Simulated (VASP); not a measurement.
Set up this calculation in VASP 6.6.1, as the native input.

```
Task                   : single point
Functional             : PBE
Potentials or basis    : VASP PAW PBE potentials, release 64 (Ta_pv, N)
Cutoff                 : 520 eV
k mesh                 : 6 × 6 × 9
Occupations            : fermi-dirac, width 0.01 eV
Spin                   : no spin polarisation
Dipole correction      : no
Further INCAR settings : ALGO = Normal; EDIFF = 1e-06; NBANDS = 33
```

The structure of TaN lies in POSCAR:

```
TaN
1.0
    5.1960008669      0.0000000000      0.0000000000
   -2.5980004334      4.4998687488      0.0000000000
    0.0000000000      0.0000000000      2.9401100000
Ta N
3 3
Direct
    0.3333333333      0.6666666667      0.5000000000
    0.6666666667      0.3333333333      0.5000000000
    0.0000000000      0.0000000000      0.0000000000
    0.3928500000      0.0000000000      0.0000000000
    0.6071500000      0.6071500000      0.0000000000
    0.0000000000      0.3928500000      0.0000000000
```

This cell differs from its parent crystal: zz strain of +1 %.

One way to write it, as run:

INCAR

```
PREC     = Accurate       # precision mode
ENCUT    = 520            # plane-wave cutoff, eV
EDIFF    = 1E-6           # SCF threshold, eV
ISMEAR   = -1             # smearing method
SIGMA    = 0.01           # smearing width, eV
LREAL    = False          # projectors in reciprocal space
LASPH    = True           # aspherical terms in the spheres
NELM     = 100            # most SCF steps
ALGO     = Normal         # electronic algorithm
ISIF     = 2              # what is computed and relaxed
LWAVE    = False          # write WAVECAR
LCHARG   = False          # write CHGCAR
GGA      = PE             # functional
NBANDS   = 33             # bands
```

KPOINTS

```
regular mesh
0
Gamma
  6 6 9
```

Potentials or basis: VASP PAW PBE potentials, release 64 (Ta_pv, N).

Launch:

```console
$ cat potpaw_PBE.64/Ta_pv/POTCAR potpaw_PBE.64/N/POTCAR > POTCAR
$ mpirun -np 1 vasp_std > vasp.out
```

Results of the run:

| Item | Value |
| --- | --- |
| Pressure | 2.3 GPa |
| Largest force | 0.070 eV/Å |
| Band gap on the k mesh | zero (bands 24 and 25 overlap by 2.84 eV) |

Caveat: the cell differs from its parent crystal (zz strain of +1 %); spin-orbit coupling is left out, which moves the levels of the heavy elements.

Run time: 110 s on 1 thread of Intel Xeon 8259CL (shared host), peak memory 0.22 GiB.
